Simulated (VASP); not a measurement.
# Ga (I4_1/amd) in VASP: relaxation of cell and atoms with PBEsol

Aim: the relaxation of cell and atoms of Ga with PBEsol.

All numbers are computed with VASP 6.6.1; they aren't measurements. Logs are shortened: lines on timing, memory, paths and dates and some standing lists are left out, and cuts for length are marked.

## 1. The cell of the first run

It takes space group I4_1/amd (No. 141, tetragonal). The conventional cell has a = 4.019 Å, b = 4.019 Å, c = 2.210 Å, α = 90.00°, β = 90.00°, γ = 90.00°. Ga (site symmetry -4m2) has 10 Ga at 2.08 to 2.60 Å within 2.8 Å.

## 2. Relaxation of cell and atoms, PBEsol, target pressure 230 GPa, at which the enthalpy is minimised

Input file INCAR:

```
ALGO = Normal
EDIFF = 1E-6
EDIFFG = -0.005
ENCUT = 600
GGA = PS
IBRION = 2
ISIF = 3
ISMEAR = -1
LASPH = T
LCHARG = F
LREAL = F
LWAVE = F
NELM = 100
NSW = 60
PREC = Accurate
PSTRESS = 2300.0
SIGMA = 0.05
```

Input file KPOINTS:

```
k-points
0
Gamma
  19 19 19
```

Input file POSCAR:

```
Ga
1.0
   -2.0094047880      2.0094047880      1.1051726334
    2.0094047880     -2.0094047880      1.1051726334
    2.0094047880      2.0094047880     -1.1051726334
Ga
2
Direct
   -0.3750000000     -0.1250000000     -0.2500000000
    0.3750000000      0.1250000000      0.2500000000
```

Potentials or basis: VASP PAW PBE potentials, release 64 (Ga_d).

The run is started by

```
> cat potpaw_PBE.64/Ga_d/POTCAR > POTCAR
> mpirun -np 1 vasp_std > vasp.out
```

OUTCAR:

```text
EDIFF = 1E-6
   EDIFFG = -0.005
   ENCUT = 600
   GGA = PS
   IBRION = 2
   ISIF = 3
   ISMEAR = -1
   LASPH = T
   LREAL = F
   NELM = 100
   NSW = 60
   PREC = Accurate
   PSTRESS = 2300.0

 ion  position               nearest neighbor table
   1  0.625  0.875  0.750-   2 2.08   2 2.08   2 2.08   2 2.08   2 2.60   2 2.60   2 2.60   2 2.60

   2  0.375  0.125  0.250-   1 2.08   1 2.08   1 2.08   1 2.08   1 2.60   1 2.60   1 2.60   1 2.60

  LATTYP: Found a body centered tetragonal cell.
 ALAT       =     4.0188095760
 C/A-ratio  =     0.5500000000

  Lattice vectors:

 A1 = (  -2.0094047880,   2.0094047880,   1.1051726334)
 A2 = (   2.0094047880,  -2.0094047880,   1.1051726334)
 A3 = (   2.0094047880,   2.0094047880,  -1.1051726334)

Analysis of symmetry for initial positions (statically):
=====================================================================
 Subroutine PRICEL returns:
 Original cell was already a primitive cell.

 Routine SETGRP: Setting up the symmetry group for a
 body centered tetragonal supercell.

 Subroutine GETGRP returns: Found 16 space group operations
 (whereof  4 operations were pure point group operations)
 out of a pool of 16 trial point group operations.

The static configuration has the point symmetry C_2h.
 The point group associated with its full space group is D_4h.

Analysis of symmetry for dynamics (positions and initial velocities):
=====================================================================
 Subroutine PRICEL returns:
 Original cell was already a primitive cell.

 Routine SETGRP: Setting up the symmetry group for a
 body centered tetragonal supercell.

 Subroutine GETGRP returns: Found 16 space group operations
 (whereof  4 operations were pure point group operations)
 out of a pool of 16 trial point group operations.

The dynamic configuration has the point symmetry C_2h.
 The point group associated with its full space group is D_4h.

 Subroutine INISYM returns: Found 16 space group operations
 (whereof  4 operations are pure point group operations),
 and found     1 'primitive' translations

----------------------------------------------------------------------------------------

                                     Primitive cell

  volume of cell :      17.8495

  direct lattice vectors                    reciprocal lattice vectors
    -2.009404788  2.009404788  1.105172633     0.000000000  0.248829904  0.452418007
     2.009404788 -2.009404788  1.105172633     0.248829904  0.000000000  0.452418007
     2.009404788  2.009404788 -1.105172633     0.248829904  0.248829904  0.000000000

  length of vectors
     3.049068998  3.049068998  3.049068998     0.516331651  0.516331651  0.351898625

  position of ions in fractional coordinates (direct lattice)
     0.625000000  0.875000000  0.750000000
     0.375000000  0.125000000  0.250000000

  ion indices of the primitive-cell ions
   primitive index   ion index
                 1           1
                 2           2

----------------------------------------------------------------------------------------

 KPOINTS: k-points

Automatic generation of k-mesh.
 Grid dimensions read from file:
 generate k-points for:   19   19   19

 Generating k-lattice:

  Cartesian coordinates                     Fractional coordinates (reciprocal lattice)
     0.000000000  0.013096311  0.023811474     0.052631579 -0.000000000  0.000000000
     0.013096311  0.000000000  0.023811474    -0.000000000  0.052631579  0.000000000
     0.013096311  0.013096311  0.000000000     0.000000000  0.000000000  0.052631579

  Length of vectors
     0.027175350  0.027175350  0.018520980

  Shift w.r.t. Gamma in fractional coordinates (k-lattice)
     0.000000000  0.000000000  0.000000000

 Subroutine IBZKPT returns following result:
 ===========================================

 Found    550 irreducible k-points:

 Following reciprocal coordinates:
            Coordinates               Weight
  0.000000  0.000000  0.000000      1.000000
  0.052632 -0.000000  0.000000      8.000000
  0.105263 -0.000000  0.000000      8.000000
  0.157895  0.000000  0.000000      8.000000
  0.210526  0.000000  0.000000      8.000000
  0.263158  0.000000 -0.000000      8.000000
[... 16 lines left out ...]
 -0.315789  0.052632 -0.000000     16.000000
 -0.263158  0.052632  0.000000     16.000000
 [... further k-points ...]
   k-points           NKPTS =    550   k-points in BZ     NKDIM =    550   number of bands    NBANDS=     17
   number of dos      NEDOS =    301   number of ions     NIONS =      2
   total plane-waves  NPLWV =  13824
   dimension x,y,z NGX =    24 NGY =   24 NGZ =   24
   dimension x,y,z NGXF=    48 NGYF=   48 NGZF=   48
   ions per type =               2
   NGX,Y,Z   is equivalent  to a cutoff of  13.09, 13.09, 13.09 a.u.
   NGXF,Y,Z  is equivalent  to a cutoff of  26.17, 26.17, 26.17 a.u.
 SYSTEM =  unknown system
   PREC   = accura    normal or accurate (medium, high low for compatibility)
   ISTART =      0    job   : 0-new  1-cont  2-samecut
   ICHARG =      2    charge: 1-file 2-atom 10-const
   ISPIN  =      1    spin polarized calculation?
   LNONCOLLINEAR =      F non collinear calculations
   LSORBIT =      F    spin-orbit coupling
   LASPH  =      T    aspherical Exc in radial PAW
   ENCUT  =  600.0 eV  44.10 Ry    6.64 a.u.   6.09  6.09  6.09*2*pi/ulx,y,z
   NELM   =    100;   NELMIN=  2; NELMDL= -5     # of ELM steps
   EDIFF  = 0.1E-05   stopping-criterion for ELM
   LREAL  =      F    real-space projection
   EDIFFG = -.5E-02   stopping-criterion for IOM
   NSW    =     60    number of steps for IOM
   IBRION =      2    ionic relax: 0-MD 1-quasi-New 2-CG
   NFREE  =      1    steps in history (QN), initial steepest desc. (CG)
   ISIF   =      3    stress and relaxation
   ISYM   =      2    0-nonsym 1-usesym 2-fastsym
   POTIM  = 0.5000    time-step for ionic-motion
   TEBEG  =    0.0;   TEEND  =   0.0 temperature during run
   PSTRESS= 2300.0 pullay stress
   NELECT =      26.0000    total number of electrons
   NUPDOWN=      -1.0000    fix difference up-down
   EMIN   =  10.00;   EMAX   =-10.00  energy-range for DOS
   EFERMI =   0.00;   METHOD = LEGACY
   ISMEAR =    -1;   SIGMA  =   0.05  broadening in eV -4-tet -1-fermi 0-gaus
   EFERMI_NEDOS =   21; number of points for ismear=-14 and -15
   IALGO  =     38    algorithm
   IMIX   =      4    mixing-type and parameters
     AMIX     =   0.40;   BMIX     =  1.00
     AMIX_MAG =   1.60;   BMIX_MAG =  1.00
  volume/ion in A,a.u.               =       8.92        60.23
  Fermi-wavevector in a.u.,A,eV,Ry     =   1.855771  3.506898 46.856893  3.443884
  Thomas-Fermi vector in A             =   2.904799
   LORBIT       =      0    0 simple, 1 ext, 2 COOP (PROOUT), +10 PAW based schemes
   GGA     = PS    functional components
   LHFCALC =     F    Hartree Fock is set to
   AEXX    =    0.0000 exact exchange contribution
   IVDW    =     0    specifies the selected vdW correction
   LEPSILON=     F    determine dielectric tensor
   LRPA    =     F    only Hartree local field effects (RPA)
 conjugate gradient relaxation of ions
 non-spin polarized calculation
  energy-cutoff  :      600.00
  volume of cell :       17.85
 maximum number of plane-waves:       612
   NGX = 13   NGY = 13   NGZ = 13

--------------------------------------- Ionic step        1  -------------------------------------------

 number of electron      26.0000004 magnetization

 Free energy of the ion-electron system (eV)
  ---------------------------------------------------
  ext. energy  EPLUGINS =         0.00000000
  ---------------------------------------------------
  free energy    TOTEN  =         0.86689982 eV

  energy without entropy =        0.87154570  energy(sigma->0) =        0.86922276

------------------------ aborting loop because EDIFF is reached ----------------------------------------

  FORCE on cell =-STRESS in cart. coord.  units (eV):
  Direction    XX          YY          ZZ          XY          YZ          ZX
  --------------------------------------------------------------------------------------
  -------------------------------------------------------------------------------------
  Total       29.3919547     29.3919547     24.3099400      0.0000000      0.0000000      0.0000000
  in kB     2638.2386170   2638.2386170   2182.0740776      0.0000000      0.0000000      0.0000000
  external PRESSURE =     186.1837705 kB  Pullay stress =    2300.0000000 kB
[... 93 lines left out ...]
  FREE ENERGIE OF THE ION-ELECTRON SYSTEM (eV)
  ---------------------------------------------------
  free  energy   TOTEN  =        -0.1344308002 eV

  energy  without entropy=       -0.1300147050  energy(sigma->0) =       -0.13222275

  enthalpy is  TOTEN    =        26.4156561596 eV   P V=       26.5500869598

[... ionic steps 4 to 7 ...]

--------------------------------------- Ionic step        8  -------------------------------------------

 number of electron      26.0000006 magnetization

------------------------ aborting loop because EDIFF is reached ----------------------------------------

  FORCE on cell =-STRESS in cart. coord.  units (eV):
  Direction    XX          YY          ZZ          XY          YZ          ZX
  --------------------------------------------------------------------------------------
  -------------------------------------------------------------------------------------
  Total       26.1353808     26.1353808     26.1262315      0.0000000      0.0000000     -0.0000000
  in kB     2302.2864565   2302.2864565   2301.4804875      0.0000000      0.0000000     -0.0000000
  external PRESSURE =       2.0178001 kB  Pullay stress =    2300.0000000 kB
[... 61 lines left out ...]
  enthalpy is  TOTEN    =        26.3902681403 eV   P V=       26.1322387527

--------------------------------------- Ionic step       10  -------------------------------------------

 number of electron      26.0000006 magnetization

 Free energy of the ion-electron system (eV)
  ---------------------------------------------------
  ext. energy  EPLUGINS =         0.00000000
  ---------------------------------------------------
  free energy    TOTEN  =         0.27723578 eV

  energy without entropy =        0.28215859  energy(sigma->0) =        0.27969719

 E-fermi :  14.9343     XC(G=0): -15.3939

 val. band max:       14.9302220134   @ k =  -0.1053  -0.1053   0.0526
 cond. band min:      14.9346025365   @ k =   0.2632   0.1579   0.0526
 fundamental gap:      0.0043805232
 Fermi energy:        14.9342798167

 k-point     1 :       0.0000    0.0000    0.0000
  band No.  band energies     occupation
      1      -3.6441      2.00000
      2      -3.1284      2.00000
      3      -3.0565      2.00000
      4      -2.7711      2.00000
      5      -2.6588      2.00000
      6      -1.1614      2.00000
[... 9 lines left out ...]
     16      31.1175      0.00000
     17      31.1175      0.00000
[... 443 lines left out ...]
      1      -2.8765      2.00000
      2      -2.7252      2.00000
      3      -2.5064      2.00000
      4      -2.0932      2.00000
      5      -1.8000      2.00000
      6      -1.7483      2.00000
[... 9 lines left out ...]
     16      24.7546      0.00000
     17      25.9380      0.00000

 [... further k-points ...]
[... 5 lines left out ...]
  --------------------------------------------------------------------------------------
  -------------------------------------------------------------------------------------
  Total       26.1044496     26.1044496     26.1039546      0.0000000     -0.0000000     -0.0000000
  in kB     2299.2477649   2299.2477649   2299.2041658      0.0000000     -0.0000000     -0.0000000
  external PRESSURE =      -0.7667681 kB  Pullay stress =    2300.0000000 kB
[... 17 lines left out ...]
  FREE ENERGIE OF THE ION-ELECTRON SYSTEM (eV)
  ---------------------------------------------------
  free  energy   TOTEN  =         0.2772357847 eV

  energy  without entropy=        0.2821585855  energy(sigma->0) =        0.27969719

  enthalpy is  TOTEN    =        26.3902259119 eV   P V=       26.1129901272

 reached required accuracy - stopping structural energy minimisation
```

It took 5.3 min on 1 thread of Intel Xeon 6975P-C (Granite Rapids), shared host; peak memory 0.29 GiB.

What came out:

```
Free energy                                                : 0.2772 eV
Relaxed volume                                             : 9.10 Å³/atom
Relaxed cell                                               : a = 3.100 Å, b = 3.100 Å, c = 3.100 Å, α = 96.93°, β = 96.93°, γ = 139.36°
Space group after relaxing (to 0.1 Å)                      : I4_1/amd (No. 141)
Energy change on relaxing (the run minimises the enthalpy) : -294.8 meV/atom
Ionic steps                                                : 10
Pressure after relaxing                                    : 229.9 GPa
Band gap on the k mesh                                     : zero (bands 13 and 14 overlap by 11.76 eV)
```

The path:
| step | energy change (eV) | largest force (eV/Å) | pressure (GPa) | volume (Å³) |
| --- | --- | --- | --- | --- |
| 1 | 0.0000 | 0.0000 | 248.62 | 17.85 |
| 2 | -3.1659 | 0.0000 | 144.92 | 20.57 |
| 3 | -1.0013 | 0.0000 | 216.15 | 18.49 |
| 4 | -0.9049 | 0.0000 | 219.33 | 18.43 |
| 5 | 0.3508 | 0.0000 | 260.18 | 17.64 |
| 6 | -0.6046 | 0.0000 | 229.69 | 18.20 |
| 7 | -0.5929 | 0.0000 | 230.06 | 18.19 |
| 8 | -0.5861 | 0.0000 | 230.20 | 18.19 |
| 9 | -0.6089 | 0.0000 | 229.37 | 18.20 |
| 10 | -0.5897 | 0.0000 | 229.92 | 18.19 |

Final structure:
```xyz
2
Lattice="-2.0553 2.0553 1.0765 2.0553 -2.0553 1.0765 2.0553 2.0553 -1.0765" Properties=species:S:1:pos:R:3 pbc="T T T"
Ga    2.0553    1.0277    0.8074
Ga    0.0000    1.0277    0.2691
```

Levels at points of the mesh, in eV from the Fermi level:
```csv
k point,band 11,band 12,band 13,band 14,band 15,band 16
"(0.00, 0.00, 0.00)",-15.21,-1.98,-1.98,3.84,4.35,16.18
```

Caveat: the cell is relaxed towards a set pressure, so the run minimises the enthalpy, not the energy; the PAW data sets were made with another functional, which shifts forces and pressure a little.
